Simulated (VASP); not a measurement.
# Si (Cmcm) in VASP: notebook, part 2 of 2

VASP 6.6.1. The steps go on from the part before.

### 3 Single point, PBE

This run uses another cell than the first one, of 23.99 Å³/atom, 1.227 times its volume.

The input, INCAR:

```
PREC = Accurate
ENCUT = 520
EDIFF = 1E-6
ISMEAR = 0
SIGMA = 0.1
LREAL = F
LASPH = T
NELM = 100
ALGO = Normal
ISIF = 2
LWAVE = F
LCHARG = F
GGA = PE
NBANDS = 26
```

The input, KPOINTS:

```
Automatic mesh
0
Gamma
  4 4 4
```

The input, POSCAR:

```
Si
1.0
    3.7015103165     -3.8379191979      0.0000000000
    3.7015103165      3.8379191979      0.0000000000
    0.0000000000      0.0000000000      6.7536215676
Si
8
Direct
    0.6974115978      0.9784768902      0.4265604063
    0.9784768902      0.6974115978      0.9265604063
    0.3025884022      0.0215231098      0.9265604063
    0.6974115978      0.9784768902      0.0734395937
    0.3025884022      0.0215231098      0.5734395937
    0.0215231098      0.3025884022      0.4265604063
    0.9784768902      0.6974115978      0.5734395937
    0.0215231098      0.3025884022      0.0734395937
```

Potentials or basis: VASP PAW PBE potentials, release 64 (Si).

On the command line:

```sh
cat potpaw_PBE.64/Si/POTCAR > POTCAR
mpirun -np 1 vasp_std > vasp.out
```

OUTCAR:

```text
PREC = Accurate
   ENCUT = 520
   EDIFF = 1E-6
   ISMEAR = 0
   LREAL = F
   LASPH = T
   NELM = 100
   ISIF = 2
   GGA = PE

 ion  position               nearest neighbor table
   1  0.697  0.978  0.427-   5 2.35   7 2.37   4 2.38   6 2.40
   2  0.978  0.697  0.927-   8 2.35   4 2.37   7 2.38   3 2.40
   3  0.303  0.022  0.927-   4 2.35   8 2.37   5 2.38   2 2.40
   4  0.697  0.978  0.073-   3 2.35   2 2.37   1 2.38   8 2.40
   5  0.303  0.022  0.573-   1 2.35   6 2.37   3 2.38   7 2.40
   6  0.022  0.303  0.427-   7 2.35   5 2.37   8 2.38   1 2.40
   7  0.978  0.697  0.573-   6 2.35   1 2.37   2 2.38   5 2.40
   8  0.022  0.303  0.073-   2 2.35   3 2.37   6 2.38   4 2.40

  LATTYP: Found a base centered orthorhombic cell.
 ALAT       =     7.4030206330
 B/A-ratio  =     1.0368522224
 C/A-ratio  =     0.9122791766

  Lattice vectors:

 A1 = (   3.7015103165,  -3.8379191979,   0.0000000000)
 A2 = (   3.7015103165,   3.8379191979,   0.0000000000)
 A3 = (   0.0000000000,   0.0000000000,   6.7536215676)

Analysis of symmetry for initial positions (statically):
=====================================================================
 Subroutine PRICEL returns:
 Original cell was already a primitive cell.

 Routine SETGRP: Setting up the symmetry group for a
 base centered orthorhombic supercell.

 Subroutine GETGRP returns: Found  8 space group operations
 (whereof  4 operations were pure point group operations)
 out of a pool of  8 trial point group operations.

The static configuration has the point symmetry C_2h.
 The point group associated with its full space group is D_2h.

Analysis of symmetry for dynamics (positions and initial velocities):
=====================================================================
 Subroutine PRICEL returns:
 Original cell was already a primitive cell.

[... 137 lines left out ...]
  volume/ion in A,a.u.               =      23.99       161.86
  Fermi-wavevector in a.u.,A,eV,Ry     =   0.901110  1.702850 11.047912  0.811999
  Thomas-Fermi vector in A             =   2.024150
   LORBIT       =      0    0 simple, 1 ext, 2 COOP (PROOUT), +10 PAW based schemes
   GGA     = PE    functional components
   LHFCALC =     F    Hartree Fock is set to
   AEXX    =    0.0000 exact exchange contribution
   IVDW    =     0    specifies the selected vdW correction
   LEPSILON=     F    determine dielectric tensor
   LRPA    =     F    only Hartree local field effects (RPA)
 non-spin polarized calculation
 Gauss-broadening in eV      SIGMA  =   0.10
  energy-cutoff  :      520.00
  volume of cell :      191.89
 maximum number of plane-waves:      5212
   NGX = 19   NGY = 19   NGZ = 25

 number of electron      31.9999998 magnetization

 Free energy of the ion-electron system (eV)
  ---------------------------------------------------
  ext. energy  EPLUGINS =         0.00000000
  ---------------------------------------------------
  free energy    TOTEN  =       -41.71445076 eV

  energy without entropy =      -41.71445076  energy(sigma->0) =      -41.71445076

 E-fermi :   4.6150     XC(G=0):  -8.4064

 val. band max:        4.2108071804   @ k =   0.5000   0.5000   0.0000
 cond. band min:       5.0327443304   @ k =   0.2500   0.0000   0.0000
 fundamental gap:      0.8219371500
 Fermi energy:         4.6150196182

 k-point     1 :       0.0000    0.0000    0.0000
  band No.  band energies     occupation
      1      -7.5399      2.00000
      2      -5.4507      2.00000
      3      -4.2659      2.00000
      4      -3.6004      2.00000
      5      -3.0068      2.00000
      6      -1.4739      2.00000
[... 598 lines left out ...]
     25       8.3966      0.00000
     26       8.3966      0.00000

------------------------ aborting loop because EDIFF is reached ----------------------------------------

  FORCE on cell =-STRESS in cart. coord.  units (eV):
  Direction    XX          YY          ZZ          XY          YZ          ZX
  --------------------------------------------------------------------------------------
  -------------------------------------------------------------------------------------
  Total        0.1243942      0.0585163      0.0381345      0.0000000      0.0000000      0.0000000
  in kB        1.0386500      0.4885917      0.3184105      0.0000000      0.0000000      0.0000000
  external PRESSURE =       0.6152174 kB  Pullay stress =       0.0000000 kB

 VOLUME and BASIS-vectors are now :
 -----------------------------------------------------------------------------
  energy-cutoff  :      520.00
  volume of cell :      191.89
      direct lattice vectors                 reciprocal lattice vectors
     3.701510316 -3.837919198  0.000000000     0.135079996 -0.130278928  0.000000000
     3.701510316  3.837919198  0.000000000     0.135079996  0.130278928  0.000000000
     0.000000000  0.000000000  6.753621568     0.000000000  0.000000000  0.148068705

 POSITION                                       TOTAL-FORCE (eV/Angst)
 -----------------------------------------------------------------------------------
      6.20332      1.07871      2.88083         0.002228     -0.000530      0.001387
      6.20332     -1.07871      6.25764         0.002228      0.000530      0.001387
      1.19970     -1.07871      6.25764        -0.002228      0.000530      0.001387
      6.20332      1.07871      0.49598         0.002228     -0.000530     -0.001387
      1.19970     -1.07871      3.87279        -0.002228      0.000530     -0.001387
      1.19970      1.07871      2.88083        -0.002228     -0.000530      0.001387
      6.20332     -1.07871      3.87279         0.002228      0.000530     -0.001387
      1.19970      1.07871      0.49598        -0.002228     -0.000530     -0.001387
 -----------------------------------------------------------------------------------
    total drift:                               -0.000000      0.000000      0.000000

  FREE ENERGIE OF THE ION-ELECTRON SYSTEM (eV)
  ---------------------------------------------------
  free  energy   TOTEN  =       -41.7144507588 eV

  energy  without entropy=      -41.7144507586  energy(sigma->0) =      -41.71445076
```

stdout:

```text
POSCAR found type information on POSCAR Si
 POSCAR found :  1 types and       8 ions
 scaLAPACK will be used
 LDA part: xc-table for (Slater+PW92), standard interpolation
 POSCAR, INCAR and KPOINTS ok, starting setup
 FFT: planning ... GRIDC
 FFT: planning ... GRID_SOFT
 FFT: planning ... GRID
 WAVECAR not read
 entering main loop
```

Wall time 74 s (1 thread of Intel Xeon Platinum 8488C (Sapphire Rapids), shared host); peak memory 0.28 GiB.

Results:

```yaml
Free_energy: -41.7145 eV
Pressure: 0.1 GPa
Band_gap_on_the_k_mesh: 0.82 eV, indirect (least direct gap 0.98 eV)
```

Forces on the atoms (eV/Å):
```
Si   0.002 -0.001  0.001
Si   0.002  0.001  0.001
Si  -0.002  0.001  0.001
Si   0.002 -0.001 -0.001
Si  -0.002  0.001 -0.001
Si  -0.002 -0.001  0.001
Si   0.002  0.001 -0.001
Si  -0.002 -0.001 -0.001
```

Levels at points of the mesh, in eV from the valence-band top:
| k point | band 14 | band 15 | band 16 | band 17 | band 18 | band 19 |
| --- | --- | --- | --- | --- | --- | --- |
| (0.00, 0.00, 0.00) | -2.21 | -1.05 | -0.08 | 0.90 | 1.10 | 1.33 |
| (0.50, 0.00, 0.00) | -1.60 | -1.32 | -0.70 | 1.39 | 1.99 | 2.23 |
| (0.50, 0.50, 0.00) | -0.28 | -0.03 | 0.00 | 1.77 | 2.14 | 2.41 |
| (0.00, 0.00, 0.50) | -1.34 | -1.21 | -1.21 | 1.87 | 1.87 | 1.89 |
| (0.50, 0.00, 0.50) | -2.13 | -1.17 | -1.17 | 1.09 | 1.09 | 2.53 |
| (0.50, 0.50, 0.50) | -1.06 | -1.00 | -1.00 | 1.08 | 1.08 | 2.44 |

A k mesh can miss the band edges. PBE gaps usually lie below the measured ones, often by a third to a half.

### 4 Single point, PBE

This run uses another cell than the first one, of 24.06 Å³/atom, 1.231 times its volume.

The input, INCAR:

```
ALGO = Normal
EDIFF = 1E-6
ENCUT = 520
GGA = PE
ISIF = 2
ISMEAR = 0
LASPH = T
LCHARG = F
LREAL = F
LWAVE = F
NBANDS = 26
NELM = 60
PREC = Accurate
SIGMA = 0.02
```

The input, KPOINTS:

```
k-points
0
Gamma
  6 6 4
```

The input, POSCAR:

```
Si
1.0
    3.7198826119     -3.8356060251      0.0000000000
    3.7198826119      3.8356060251      0.0000000000
    0.0000000000      0.0000000000      6.7461857705
Si
8
Direct
    0.6977749904      0.9794909991      0.4268451063
    0.9794909991      0.6977749904      0.9268451063
    0.3022250096      0.0205090009      0.9268451063
    0.6977749904      0.9794909991      0.0731548937
    0.3022250096      0.0205090009      0.5731548937
    0.0205090009      0.3022250096      0.4268451063
    0.9794909991      0.6977749904      0.5731548937
    0.0205090009      0.3022250096      0.0731548937
```

Potentials or basis: VASP PAW PBE potentials, release 64 (Si).

On the command line:

```sh
cat potpaw_PBE.64/Si/POTCAR > POTCAR
mpirun -np 1 vasp_std > vasp.out
```

OUTCAR:

```text
EDIFF = 1E-6
   ENCUT = 520
   GGA = PE
   ISIF = 2
   ISMEAR = 0
   LASPH = T
   LREAL = F
   NELM = 60
   PREC = Accurate

 ion  position               nearest neighbor table
   1  0.698  0.979  0.427-   5 2.35   7 2.38   4 2.39   6 2.40
   2  0.979  0.698  0.927-   8 2.35   4 2.38   7 2.39   3 2.40
   3  0.302  0.021  0.927-   4 2.35   8 2.38   5 2.39   2 2.40
   4  0.698  0.979  0.073-   3 2.35   2 2.38   1 2.39   8 2.40
   5  0.302  0.021  0.573-   1 2.35   6 2.38   3 2.39   7 2.40
   6  0.021  0.302  0.427-   7 2.35   5 2.38   8 2.39   1 2.40
   7  0.979  0.698  0.573-   6 2.35   1 2.38   2 2.39   5 2.40
[... 912 lines left out ...]
  Total       -0.0766846     -0.1194176     -0.1092830      0.0000000      0.0000000      0.0000000
  in kB       -0.6382155     -0.9938651     -0.9095186      0.0000000      0.0000000      0.0000000
  external PRESSURE =      -0.8471997 kB  Pullay stress =       0.0000000 kB

 VOLUME and BASIS-vectors are now :
 -----------------------------------------------------------------------------
  energy-cutoff  :      520.00
  volume of cell :      192.51
      direct lattice vectors                 reciprocal lattice vectors
     3.719882612 -3.835606025  0.000000000     0.134412844 -0.130357497  0.000000000
     3.719882612  3.835606025  0.000000000     0.134412844  0.130357497  0.000000000
     0.000000000  0.000000000  6.746185771     0.000000000  0.000000000  0.148231910

 POSITION                                       TOTAL-FORCE (eV/Angst)
 -----------------------------------------------------------------------------------
      6.23923      1.08055      2.87958        -0.001637      0.001189      0.003883
      6.23923     -1.08055      6.25267        -0.001637     -0.001189      0.003883
      1.20053     -1.08055      6.25267         0.001637     -0.001189      0.003883
      6.23923      1.08055      0.49352        -0.001637      0.001189     -0.003883
      1.20053     -1.08055      3.86661         0.001637     -0.001189     -0.003883
      1.20053      1.08055      2.87958         0.001637      0.001189      0.003883
      6.23923     -1.08055      3.86661        -0.001637     -0.001189     -0.003883
      1.20053      1.08055      0.49352         0.001637      0.001189     -0.003883
 -----------------------------------------------------------------------------------
    total drift:                                0.000000      0.000000      0.000000

  FREE ENERGIE OF THE ION-ELECTRON SYSTEM (eV)
  ---------------------------------------------------
  free  energy   TOTEN  =       -41.7221874670 eV

  energy  without entropy=      -41.7221874670  energy(sigma->0) =      -41.72218747
```

OSZICAR:

```text
N       E                     dE             d eps       ncg     rms          rms(c)
DAV:   1     0.739687332782E+02    0.73969E+02   -0.11687E+04  2028   0.989E+02
DAV:   2    -0.368733078776E+02   -0.11084E+03   -0.10204E+03  2606   0.148E+02
DAV:   3    -0.426742952470E+02   -0.58010E+01   -0.57084E+01  2702   0.311E+01
DAV:   4    -0.428012725136E+02   -0.12698E+00   -0.12661E+00  2688   0.576E+00
DAV:   5    -0.428051012256E+02   -0.38287E-02   -0.38251E-02  2696   0.941E-01    0.942E+00
DAV:   6    -0.419984473481E+02    0.80665E+00   -0.67163E-01  2252   0.315E+00    0.566E+00
DAV:   7    -0.417069753668E+02    0.29147E+00   -0.87638E-01  2434   0.347E+00    0.792E-01
DAV:   8    -0.417157758570E+02   -0.88005E-02   -0.10890E-01  2274   0.153E+00    0.385E-01
DAV:   9    -0.417197639157E+02   -0.39881E-02   -0.11031E-02  2556   0.475E-01    0.182E-01
DAV:  10    -0.417215383478E+02   -0.17744E-02   -0.22439E-03  2324   0.202E-01    0.692E-02
DAV:  11    -0.417221861514E+02   -0.64780E-03   -0.90697E-04  2324   0.133E-01    0.256E-02
DAV:  12    -0.417221792055E+02    0.69459E-05   -0.80863E-05  2494   0.400E-02    0.773E-03
DAV:  13    -0.417221873658E+02   -0.81602E-05   -0.20324E-05  2294   0.210E-02    0.471E-03
DAV:  14    -0.417221874670E+02   -0.10125E-06   -0.60568E-07  1982   0.431E-03
   1 F= -.41722187E+02 E0= -.41722187E+02  d E =-.120406E-18
```

stdout:

```text
POSCAR found type information on POSCAR Si
 POSCAR found :  1 types and       8 ions
 scaLAPACK will be used
 LDA part: xc-table for (Slater+PW92), standard interpolation
 POSCAR, INCAR and KPOINTS ok, starting setup
 FFT: planning ... GRIDC
 FFT: planning ... GRID_SOFT
 FFT: planning ... GRID
 WAVECAR not read
 entering main loop
```

Wall time 2.1 min (1 thread of Intel Xeon Platinum 8488C (Sapphire Rapids), shared host); peak memory 0.32 GiB.

What came out:

- Free energy: -41.7222 eV
- Pressure: -0.1 GPa
- Largest force: 0.004 eV/Å
- Band gap on the k mesh: 0.71 eV, indirect (least direct gap 0.98 eV)

Forces in eV/Å, atoms in the order of the input:
```
Si  -0.002  0.001  0.004
Si  -0.002 -0.001  0.004
Si   0.002 -0.001  0.004
Si  -0.002  0.001 -0.004
Si   0.002 -0.001 -0.004
Si   0.002  0.001  0.004
Si  -0.002 -0.001 -0.004
Si   0.002  0.001 -0.004
```

Levels at points of the mesh, in eV from the valence-band top:
```csv
k point,band 14,band 15,band 16,band 17,band 18,band 19
"(0.00, 0.00, 0.00)",-2.21,-1.05,-0.09,0.89,1.11,1.28
"(0.50, 0.00, 0.00)",-1.60,-1.33,-0.71,1.38,1.94,2.24
"(0.50, 0.50, 0.00)",-0.29,-0.06,0.00,1.71,2.13,2.37
"(0.00, 0.00, 0.50)",-1.34,-1.22,-1.22,1.83,1.83,1.90
"(0.50, 0.00, 0.50)",-2.13,-1.19,-1.19,1.08,1.08,2.52
"(0.50, 0.50, 0.50)",-1.07,-1.01,-1.01,1.07,1.07,2.39
```

A k mesh can miss the band edges.

### 5 Relaxation of cell and atoms, PBE

The input, INCAR:

```
SYSTEM = Si
PREC = Accurate ; ENCUT = 600
EDIFF = 1E-7 ; ISMEAR = 0
SIGMA = 0.1 ; LREAL = .False.
LASPH = .True. ; NELM = 60
ALGO = Normal ; ISIF = 3
LWAVE = .False. ; LCHARG = .False.
GGA = PE ; IBRION = 2
NSW = 90 ; EDIFFG = -0.04
```

The input, KPOINTS:

```
Automatic mesh
0
Gamma
  4 4 4
  0 0 0
```

The input, POSCAR:

```
Si
1.0
    3.3763648400     -3.6521245300      0.0000000000
    3.3763648400      3.6521245300      0.0000000000
    0.0000000000      0.0000000000      6.3418946500
Si
8
Direct
    0.7009306600      0.9699274900      0.4250912100
    0.9699274900      0.7009306600      0.9250912100
    0.2990693400      0.0300725100      0.9250912100
    0.7009306600      0.9699274900      0.0749087900
    0.2990693400      0.0300725100      0.5749087900
    0.0300725100      0.2990693400      0.4250912100
    0.9699274900      0.7009306600      0.5749087900
    0.0300725100      0.2990693400      0.0749087900
```

On the command line:

```sh
cat potpaw_PBE.64/Si/POTCAR > POTCAR
mpirun -np 1 vasp_std > vasp.out
```

Wall time 10 min (1 thread of Intel Xeon Platinum 8488C (Sapphire Rapids), shared host); peak memory 0.3 GiB.

Results (log left out):

```yaml
Free_energy: -41.7123 eV
Relaxed_volume: 23.98 Å³/atom
Relaxed_cell: a = 5.326 Å, b = 5.326 Å, c = 6.769 Å, α = 90.00°, β = 90.00°, γ = 91.98°
Space_group_after_relaxing_to_0.05_Å: Cmcm (No. 63)
Energy_gained_by_relaxing: 280.1 meV/atom
Ionic_steps: 15
Pressure_after_relaxing: 0.1 GPa
Largest_force_after_relaxing: 0.024 eV/Å
Band_gap_on_the_k_mesh: 0.85 eV, indirect (least direct gap 0.97 eV)
```

Forces on the atoms (eV/Å):
```
Si   0.015 -0.018  0.005
Si   0.015  0.018  0.005
Si  -0.015  0.018  0.005
Si   0.015 -0.018 -0.005
Si  -0.015  0.018 -0.005
Si  -0.015 -0.018  0.005
Si   0.015  0.018 -0.005
Si  -0.015 -0.018 -0.005
```

Stress tensor (GPa, compression positive):
```
 0.11  0.00  0.00
 0.00  0.20  0.00
 0.00  0.00 -0.13
```

The path:
```
step  energy change (eV)  largest force (eV/Å)  pressure (GPa)  volume (Å³)
   1              0.0000                1.9552           22.56       156.40
   2             -0.4337                1.6495           -8.66       227.35
   3             -2.1391                0.6877            0.53       188.03
   4             -2.1411                0.6524            0.86       187.24
   5             -2.1413                0.6226            1.14       186.59
   6             -2.2022                0.1043           -0.32       191.35
   7             -2.2077                0.0618           -0.03       190.25
   8             -2.2152                0.0937            0.02       190.39
   9             -2.2171                0.1590            0.07       190.51
  10             -2.2230                0.1286            0.05       190.79
  11             -2.2326                0.1075           -0.02       191.61
  12             -2.2333                0.1286           -0.05       191.87
  13             -2.2372                0.0237           -0.04       191.96
  14             -2.2372                0.0252           -0.03       191.97
  15             -2.2405                0.0238            0.06       191.87
```

Final structure:
```
Si
1.0
     3.70028   -3.83021    0.00000
     3.70028    3.83021    0.00000
     0.00000    0.00000    6.76886
Si
8
Direct
  0.69718 0.97852 0.42624
  0.97852 0.69718 0.92624
  0.30282 0.02148 0.92624
  0.69718 0.97852 0.07376
  0.30282 0.02148 0.57376
  0.02148 0.30282 0.42624
  0.97852 0.69718 0.57376
  0.02148 0.30282 0.07376
```

Levels at points of the mesh, in eV from the valence-band top:
| k point | band 13 | band 14 | band 15 | band 16 | band 17 | band 18 | band 19 | band 20 |
| --- | --- | --- | --- | --- | --- | --- | --- | --- |
| (0.00, 0.00, 0.00) | -2.64 | -2.20 | -1.03 | -0.05 | 0.92 | 1.15 | 1.35 | 1.83 |
| (0.50, 0.00, 0.00) | -1.82 | -1.58 | -1.30 | -0.68 | 1.41 | 2.03 | 2.22 | 2.53 |
| (0.50, 0.50, 0.00) | -1.15 | -0.25 | -0.02 | 0.00 | 1.82 | 2.16 | 2.44 | 2.80 |
| (0.00, 0.00, 0.50) | -1.34 | -1.34 | -1.18 | -1.18 | 1.88 | 1.88 | 1.93 | 1.93 |
| (0.50, 0.00, 0.50) | -2.12 | -2.12 | -1.15 | -1.15 | 1.10 | 1.10 | 2.56 | 2.56 |
| (0.50, 0.50, 0.50) | -1.04 | -1.04 | -0.96 | -0.96 | 1.10 | 1.10 | 2.49 | 2.49 |

Caveat: the volume moved by over 15 % at a fixed basis, so the end points are rough.

### 6 The runs side by side

```csv
task,cell,k mesh,cutoff (eV),smearing,gap on the mesh (eV),pressure (GPa),largest force (eV/Å)
single point,"a = 4.974, b = 4.974, c = 6.342 Å, angles 90.0, 90.0, 94.5°, 8 atoms",4 × 4 × 4,520,gaussian 0.1 eV,0.03,22.6,1.96
single point,"a = 5.332, b = 5.332, c = 6.754 Å, angles 90.0, 90.0, 92.1°, 8 atoms",4 × 4 × 4,520,gaussian 0.1 eV,0.82,0.1,-
single point,"a = 5.343, b = 5.343, c = 6.746 Å, angles 90.0, 90.0, 91.8°, 8 atoms",6 × 6 × 4,520,gaussian 0.02 eV,0.71,-0.1,-
relaxation of cell and atoms,"relaxed from a = 4.974, b = 4.974, c = 6.342 Å, angles 90.0, 90.0, 94.5°, 8 atoms",4 × 4 × 4,600,gaussian 0.1 eV,0.85,0.1,0.02
```

Alike in all rows: level PBE; potentials or basis VASP PAW PBE potentials, release 64 (Si); no spin polarisation.

Caveats: forces of over 1 eV/Å act on the atoms, so gaps and moduli don't describe the material at rest (some runs); the volume moved by over 15 % at a fixed basis, so the end points are rough (some runs).

Absolute energies hang on the potentials; compare differences alone.
